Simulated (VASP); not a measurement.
# Mg2CdSe3 (P3m1) in VASP: further runs, part 2 of 2

VASP 6.6.1. Earlier steps stand in the parts before.

### Step 5. Single point, PBE (volume scaled by 0.91, then relaxed in part)

Contents of INCAR:

```
SYSTEM = Mg2CdSe3
  PREC = Accurate
  ENCUT = 520
  EDIFF = 1E-7
  ISMEAR = 0
  SIGMA = 0.02
  LREAL = .FALSE.
  LASPH = .TRUE.
  NELM = 100
  ALGO = Normal
  ISIF = 2
  LWAVE = .FALSE.
  LCHARG = .FALSE.
  GGA = PE
  NBANDS = 26
```

Contents of KPOINTS:

```
Automatic mesh
0
G
  6 6 4
  0 0 0
```

Contents of POSCAR:

```
Mg2CdSe3
1.0
    4.1596533348      0.0000000000      0.0000000000
   -2.0798266674      3.6023654589      0.0000000000
    0.0000000000      0.0000000000     10.1501120479
Mg Cd Se
2 1 3
Direct
    0.6666666667      0.3333333333      0.3352439685
    0.3333333333      0.6666666667      0.6606667056
    0.0000000000      0.0000000000      0.0032726981
    0.0000000000      0.0000000000      0.2592378775
    0.6666666667      0.3333333333      0.5834307377
    0.3333333333      0.6666666667      0.9081470126
```

Potentials or basis: VASP PAW PBE potentials, release 64 (Mg, Cd, Se).

Started as:

```
> cat potpaw_PBE.64/Mg/POTCAR potpaw_PBE.64/Cd/POTCAR potpaw_PBE.64/Se/POTCAR > POTCAR
> mpirun -np 1 vasp_std > vasp.out
```

OUTCAR:

```text
SYSTEM = Mg2CdSe3
   PREC = Accurate
   ENCUT = 520
   EDIFF = 1E-7
   ISMEAR = 0
   LREAL = .FALSE.
   LASPH = .TRUE.
   NELM = 100
   ISIF = 2
   GGA = PE

 ion  position               nearest neighbor table
   1  0.667  0.333  0.335-   5 2.52   4 2.52   4 2.52   4 2.52
   2  0.333  0.667  0.661-   6 2.51   5 2.53   5 2.53   5 2.53
   3  0.000  0.000  0.003-   6 2.59   6 2.59   6 2.59   4 2.60
   4  0.000  0.000  0.259-   1 2.52   1 2.52   1 2.52   3 2.60
   5  0.667  0.333  0.583-   1 2.52   2 2.53   2 2.53   2 2.53
   6  0.333  0.667  0.908-   2 2.51   3 2.59   3 2.59   3 2.59

  LATTYP: Found a hexagonal cell.
 ALAT       =     4.1596533348
 C/A-ratio  =     2.4401341244

  Lattice vectors:

 A1 = (   4.1596533348,   0.0000000000,   0.0000000000)
 A2 = (  -2.0798266674,   3.6023654589,   0.0000000000)
 A3 = (   0.0000000000,   0.0000000000,  10.1501120479)

Analysis of symmetry for initial positions (statically):
=====================================================================
 Subroutine PRICEL returns:
 Original cell was already a primitive cell.

 Routine SETGRP: Setting up the symmetry group for a
 hexagonal supercell.

 Subroutine GETGRP returns: Found  6 space group operations
 (whereof  6 operations were pure point group operations)
 out of a pool of 24 trial point group operations.

The static configuration has the point symmetry C_3v.

Analysis of symmetry for dynamics (positions and initial velocities):
=====================================================================
 Subroutine PRICEL returns:
 Original cell was already a primitive cell.

 Routine SETGRP: Setting up the symmetry group for a
 hexagonal supercell.

 Subroutine GETGRP returns: Found  6 space group operations
 (whereof  6 operations were pure point group operations)
 out of a pool of 24 trial point group operations.

The dynamic configuration has the point symmetry C_3v.

[... 126 lines left out ...]
  volume/ion in A,a.u.               =      25.35       171.06
  Fermi-wavevector in a.u.,A,eV,Ry     =   0.993564  1.877564 13.431258  0.987170
  Thomas-Fermi vector in A             =   2.125455
   LORBIT       =      0    0 simple, 1 ext, 2 COOP (PROOUT), +10 PAW based schemes
   GGA     = PE    functional components
   LHFCALC =     F    Hartree Fock is set to
   AEXX    =    0.0000 exact exchange contribution
   IVDW    =     0    specifies the selected vdW correction
   LEPSILON=     F    determine dielectric tensor
   LRPA    =     F    only Hartree local field effects (RPA)
 non-spin polarized calculation
 Gauss-broadening in eV      SIGMA  =   0.02
  energy-cutoff  :      520.00
  volume of cell :      152.10
 maximum number of plane-waves:      4136
 NGX is ok and might be reduce to    32
   NGX = 15   NGY = 15   NGZ = 37

 number of electron      34.0000001 magnetization

 Free energy of the ion-electron system (eV)
  ---------------------------------------------------
  ext. energy  EPLUGINS =         0.00000000
  ---------------------------------------------------
  free energy    TOTEN  =       -20.28199889 eV

  energy without entropy =      -20.28199889  energy(sigma->0) =      -20.28199889

 E-fermi :   1.6059     XC(G=0):  -8.6728

 val. band max:        1.4910552792   @ k =   0.0000   0.0000   0.0000
 cond. band min:       3.2307334238   @ k =   0.0000   0.0000   0.0000
 fundamental gap:      1.7396781446
 Fermi energy:         1.6059417560

 k-point     1 :       0.0000    0.0000    0.0000
  band No.  band energies     occupation
      1     -11.0265      2.00000
      2     -10.6956      2.00000
      3     -10.4854      2.00000
      4      -6.2996      2.00000
      5      -6.2996      2.00000
      6      -6.1035      2.00000
[... 685 lines left out ...]
     25       8.7509      0.00000
     26       9.0589      0.00000

------------------------ aborting loop because EDIFF is reached ----------------------------------------

  FORCE on cell =-STRESS in cart. coord.  units (eV):
  Direction    XX          YY          ZZ          XY          YZ          ZX
  --------------------------------------------------------------------------------------
  -------------------------------------------------------------------------------------
  Total        4.9977232      4.9977232      5.0085248      0.0000000      0.0000000      0.0000000
  in kB       52.6462005     52.6462005     52.7599850      0.0000000      0.0000000      0.0000000
  external PRESSURE =      52.6841287 kB  Pullay stress =       0.0000000 kB

 VOLUME and BASIS-vectors are now :
 -----------------------------------------------------------------------------
  energy-cutoff  :      520.00
  volume of cell :      152.10
      direct lattice vectors                 reciprocal lattice vectors
     4.159653335  0.000000000  0.000000000     0.240404649  0.138797689  0.000000000
    -2.079826667  3.602365459  0.000000000     0.000000000  0.277595378  0.000000000
     0.000000000  0.000000000 10.150112048     0.000000000  0.000000000  0.098521080

 POSITION                                       TOTAL-FORCE (eV/Angst)
 -----------------------------------------------------------------------------------
      2.07983      1.20079      3.40276        -0.000000      0.000000      0.000077
     -0.00000      2.40158      6.70584         0.000000     -0.000000      0.000003
      0.00000      0.00000      0.03322        -0.000000     -0.000000      0.000257
      0.00000      0.00000      2.63129        -0.000000      0.000000      0.039416
      2.07983      1.20079      5.92189        -0.000000      0.000000      0.001568
     -0.00000      2.40158      9.21779         0.000000     -0.000000     -0.041321
 -----------------------------------------------------------------------------------
    total drift:                               -0.000000      0.000000      0.000455

  FREE ENERGIE OF THE ION-ELECTRON SYSTEM (eV)
  ---------------------------------------------------
  free  energy   TOTEN  =       -20.2819988873 eV

  energy  without entropy=      -20.2819988873  energy(sigma->0) =      -20.28199889
```

OSZICAR:

```text
N       E                     dE             d eps       ncg     rms          rms(c)
DAV:   1     0.185043635277E+03    0.18504E+03   -0.14339E+04  1248   0.111E+03
DAV:   2    -0.785286581440E+01   -0.19290E+03   -0.18333E+03  1478   0.230E+02
DAV:   3    -0.212663845862E+02   -0.13414E+02   -0.13348E+02  1558   0.611E+01
DAV:   4    -0.214011473126E+02   -0.13476E+00   -0.13468E+00  1490   0.649E+00
DAV:   5    -0.214023442537E+02   -0.11969E-02   -0.11966E-02  1658   0.605E-01    0.804E+00
DAV:   6    -0.203616424123E+02    0.10407E+01   -0.16929E+00  1524   0.101E+01    0.618E+00
DAV:   7    -0.202749101866E+02    0.86732E-01   -0.88171E-01  1596   0.440E+00    0.244E+00
DAV:   8    -0.202797153290E+02   -0.48051E-02   -0.72979E-02  1414   0.242E+00    0.569E-01
DAV:   9    -0.202814254362E+02   -0.17101E-02   -0.10069E-02  1658   0.105E+00    0.172E-01
DAV:  10    -0.202817505244E+02   -0.32509E-03   -0.16073E-03  1376   0.406E-01    0.100E-01
DAV:  11    -0.202819323943E+02   -0.18187E-03   -0.22744E-04  1452   0.857E-02    0.259E-02
DAV:  12    -0.202819936820E+02   -0.61288E-04   -0.64110E-05  1436   0.469E-02    0.125E-02
DAV:  13    -0.202819978763E+02   -0.41944E-05   -0.56077E-06  1592   0.131E-02    0.643E-03
DAV:  14    -0.202819986359E+02   -0.75952E-06   -0.17308E-06  1378   0.683E-03    0.184E-03
DAV:  15    -0.202819987845E+02   -0.14859E-06   -0.22121E-07  1360   0.259E-03    0.132E-03
DAV:  16    -0.202819988919E+02   -0.10740E-06   -0.68780E-08  1008   0.210E-03    0.299E-04
DAV:  17    -0.202819988873E+02    0.45097E-08   -0.96518E-09   778   0.730E-04
   1 F= -.20281999E+02 E0= -.20281999E+02  d E =-.737379E-18
```

stdout:

```text
POSCAR found type information on POSCAR MgCdSe
 POSCAR found :  3 types and       6 ions
 scaLAPACK will be used
 LDA part: xc-table for (Slater+PW92), standard interpolation
 POSCAR, INCAR and KPOINTS ok, starting setup
 FFT: planning ... GRIDC
 FFT: planning ... GRID_SOFT
 FFT: planning ... GRID
 WAVECAR not read
 entering main loop
```

It took 62 s on 1 thread of Intel Xeon 6975P-C (Granite Rapids), shared host; peak memory 0.32 GiB.

What came out:

- Free energy: -20.2820 eV
- Pressure: 5.3 GPa
- Largest force: 0.041 eV/Å
- Band gap on the k mesh: 1.74 eV, direct

Forces on the atoms (eV/Å):
```
Mg   0.000  0.000  0.000
Mg   0.000  0.000  0.000
Cd   0.000  0.000  0.000
Se   0.000  0.000  0.039
Se   0.000  0.000  0.002
Se   0.000  0.000 -0.041
```

 A k mesh can miss the band edges.

### Step 6. Single point, PBE (volume scaled by 0.94, then relaxed in part)

Contents of INCAR:

```
PREC = Accurate
ENCUT = 520
EDIFF = 1E-6
ISMEAR = 0
SIGMA = 0.02
LREAL = False
LASPH = True
NELM = 80
ALGO = Normal
ISIF = 2
LWAVE = False
LCHARG = False
GGA = PE
NBANDS = 26
```

Contents of KPOINTS:

```
Automatic mesh
0
Gamma
  6 6 4
```

Contents of POSCAR:

```
Mg2CdSe3
1.0
    4.2040987714      0.0000000000      0.0000000000
   -2.1020493857      3.6408563361      0.0000000000
    0.0000000000      0.0000000000     10.2642152791
Mg Cd Se
2 1 3
Direct
    0.6666666667      0.3333333333      0.3352469446
    0.3333333333      0.6666666667      0.6611974130
    0.0000000000      0.0000000000      0.0028971642
    0.0000000000      0.0000000000      0.2586286899
    0.6666666667      0.3333333333      0.5833428092
    0.3333333333      0.6666666667      0.9086859791
```

Potentials or basis: VASP PAW PBE potentials, release 64 (Mg, Cd, Se).

Started as:

```
> cat potpaw_PBE.64/Mg/POTCAR potpaw_PBE.64/Cd/POTCAR potpaw_PBE.64/Se/POTCAR > POTCAR
> mpirun -np 1 vasp_std > vasp.out
```

It took 50 s on 1 thread of Intel Xeon 6975P-C (Granite Rapids), shared host; peak memory 0.32 GiB.

The run converged. Its results:

| Item | Value |
| --- | --- |
| Free energy | -20.4140 eV |
| Pressure | 3.2 GPa |
| Largest force | 0.039 eV/Å |
| Band gap on the k mesh | 1.65 eV, direct |

Forces in eV/Å, atoms in the order of the input:
```
Mg   0.000  0.000  0.001
Mg   0.000  0.000  0.001
Cd   0.000  0.000  0.001
Se   0.000  0.000  0.036
Se   0.000  0.000  0.001
Se   0.000  0.000 -0.039
```

Levels at points of the mesh, in eV from the valence-band top:
```csv
k point,band 13,band 14,band 15,band 16,band 17,band 18,band 19,band 20,band 21,band 22
"(0.00, 0.00, 0.00)",-0.80,-0.80,-0.29,0.00,0.00,1.65,3.32,3.69,6.30,6.44
"(0.50, 0.00, 0.00)",-1.72,-1.64,-1.45,-1.22,-0.89,2.98,3.77,4.34,4.38,5.72
"(0.00, 0.00, 0.50)",-1.00,-0.76,-0.76,-0.02,-0.02,2.50,3.13,3.58,5.96,6.42
"(0.50, 0.00, 0.50)",-1.99,-1.64,-1.47,-0.82,-0.74,3.21,3.50,3.83,4.93,5.24
```

### Step 7. The runs side by side

| cell | k mesh | smearing | gap on the mesh (eV) | pressure (GPa) | largest force (eV/Å) |
| --- | --- | --- | --- | --- | --- |
| a = 4.291, b = 4.291, c = 20.963 Å, angles 90.0, 90.0, 120.0°, 12 atoms | 6 × 6 × 1 | gaussian 0.1 eV | 1.48 | 0.1 | 0.04 |
| a = 4.291, b = 4.291, c = 10.482 Å, angles 90.0, 90.0, 120.0°, 6 atoms | 6 × 6 × 2 | gaussian 0.1 eV | 1.48 | 0.1 | 0.03 |
| a = 4.115, b = 4.115, c = 10.032 Å, angles 90.0, 90.0, 120.0°, 6 atoms | 6 × 6 × 4 | gaussian 0.02 eV | 1.83 | 7.6 | 0.04 |
| a = 4.160, b = 4.160, c = 10.150 Å, angles 90.0, 90.0, 120.0°, 6 atoms | 6 × 6 × 4 | gaussian 0.02 eV | 1.74 | 5.3 | 0.04 |
| a = 4.204, b = 4.204, c = 10.264 Å, angles 90.0, 90.0, 120.0°, 6 atoms | 6 × 6 × 4 | gaussian 0.02 eV | 1.65 | 3.2 | 0.04 |

Alike in all rows: task single point; level PBE; potentials or basis VASP PAW PBE potentials, release 64 (Mg, Cd, Se); no spin polarisation; cutoff (eV) 520.

Absolute energies hang on the potentials; compare differences alone.
